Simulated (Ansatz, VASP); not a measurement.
## Two plane-wave programs on ScAl3

```
CELL_PARAMETERS angstrom
-2.01280 2.01280 4.42320
2.01280 -2.01280 4.42320
2.01280 2.01280 -4.42320
ATOMIC_POSITIONS crystal
Sc 0.02138 0.00336 0.01896
Al 0.50660 0.50511 0.00758
Al 0.24491 0.74308 0.49335
Al 0.73826 0.24161 0.48351
```

Change from the starting cell: atoms moved at random, drawn with an rms of 0.05 Å.

Alike in both runs: task single point; functional PBE; k mesh 9 × 9 × 9; occupations fermi-dirac, width 0.05 eV; no spin polarisation.

|  | VASP | Ansatz |
| --- | --- | --- |
| version | VASP 6.6.1 | Ansatz 0.2.0 |
| potentials or method | VASP PAW PBE potentials, release 64 (Sc_sv, Al) | Ansatz PAW |
| plane-wave cutoff (eV) | 500 | 420 |
| valence electrons in the cell | 20 | 20 |

|  | VASP | Ansatz | Ansatz less VASP |
| --- | --- | --- | --- |
| gap on the k mesh at the Fermi level (eV) | none | none | - |
| pressure (GPa) | -0.1 | -0.1 | -0.02 |
| traceless stress, the component that is largest in VASP (GPa) | 0.25 | 0.25 | -0.002 |
| rms of the force components (eV/Å) | 0.264 | 0.263 | -0.0009 |

Atom by atom the forces differ by 0.001 eV/Å (rms over components). A gap of «none» marks a metal or a gap that the smearing closes.
